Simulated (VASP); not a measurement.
Input of a VASP 6.6.1 run:

POSCAR

```
BP
1.0
    0.0000000000      2.2383340787      2.2383340787
    2.2383340787      0.0000000000      2.2383340787
    2.2383340787      2.2383340787      0.0000000000
P B
1 1
Direct
    0.7500000000      0.7500000000      0.7500000000
    0.0000000000      0.0000000000      0.0000000000
```

The input INCAR.step1:

```
SYSTEM = BP
PREC = Accurate
ENCUT = 520
ISMEAR = -1
SIGMA = 0.05
LREAL = .False.
LASPH = .True.
NELM = 100
NBANDS = 11
GGA = PE
ALGO = Normal
EDIFF = 1E-4
LWAVE = .True.
LCHARG = .False.
```

Contents of INCAR.step2:

```
SYSTEM = BP
PREC = Accurate
ENCUT = 520
EDIFF = 1E-6
ISMEAR = -1
SIGMA = 0.05
LREAL = .False.
LASPH = .True.
NELM = 100
ALGO = Normal
ISIF = 2
LWAVE = .False.
LCHARG = .False.
METAGGA = R2SCAN
LMIXTAU = .True.
LUSE_VDW = .True.
IVDW_NL = 2
BPARAM = 11.95
CPARAM = 0.0093
NBANDS = 11
ISTART = 1
```

Contents of KPOINTS:

```
Automatic mesh
0
Gamma
  10 10 10
  0 0 0
```

Potentials or basis: VASP PAW PBE potentials, release 64 (P, B).

The run is started by

```sh
$ cat potpaw_PBE.64/P/POTCAR potpaw_PBE.64/B/POTCAR > POTCAR
$ cp INCAR.step1 INCAR
$ mpirun -np 1 vasp_std > vasp.out
$ cp INCAR.step2 INCAR
$ mpirun -np 1 vasp_std > vasp.out
```

Question: Estimate the band gap on the k mesh.

Answer: 1.36 eV, indirect (least direct gap 3.70 eV).

Question: Estimate the pressure.

Answer: 6.1 GPa.

Caveat: the PAW data sets were made with another functional, which shifts forces and pressure a little. A k mesh can miss the band edges.
